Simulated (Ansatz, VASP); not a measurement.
**One calculation of Ta3N, two programs**

```xyz
4
Lattice="4.3955 0.0000 0.0000 -2.1977 3.8066 0.0000 0.0000 0.0000 4.4541" Properties=species:S:1:pos:R:3 pbc="T T T"
Ta    2.7733    0.0000    2.2270
Ta   -1.3866    2.4017    2.2270
Ta    0.8111    1.4049    2.2270
N     0.0000    0.0000    2.2270
```

Alike in both runs: task single point; functional PBE; k mesh 6 × 6 × 4; occupations gaussian, width 0.1 eV; collinear spin.

```csv
,VASP,Ansatz
version,VASP 6.6.1,Ansatz 0.2.0
potentials or method,"VASP PAW PBE potentials, release 64 (Ta_pv, N), cutoff 520 eV","scalar-relativistic, plane waves, PAW"
valence electrons in the cell,38,44
```

Ansatz gave:

- gap on the k mesh at the Fermi level (eV): none
- rms of the force components (eV/Å): 5.791
- net moment per atom (μB): 0.00

What did VASP give for the same quantities?

gap on the k mesh at the Fermi level (eV): none; rms of the force components (eV/Å): 6.044; net moment per atom (μB): 0.00.

Atom by atom the forces differ by 0.253 eV/Å (rms over components). A gap of «none» marks a metal or a gap that the smearing closes. VASP's potentials hold 38 valence electrons a cell and Ansatz's 44, so a difference there can come from the potentials and not from the codes. Ansatz's warnings: seeded moment not kept.

Neither program's run includes spin-orbit coupling.
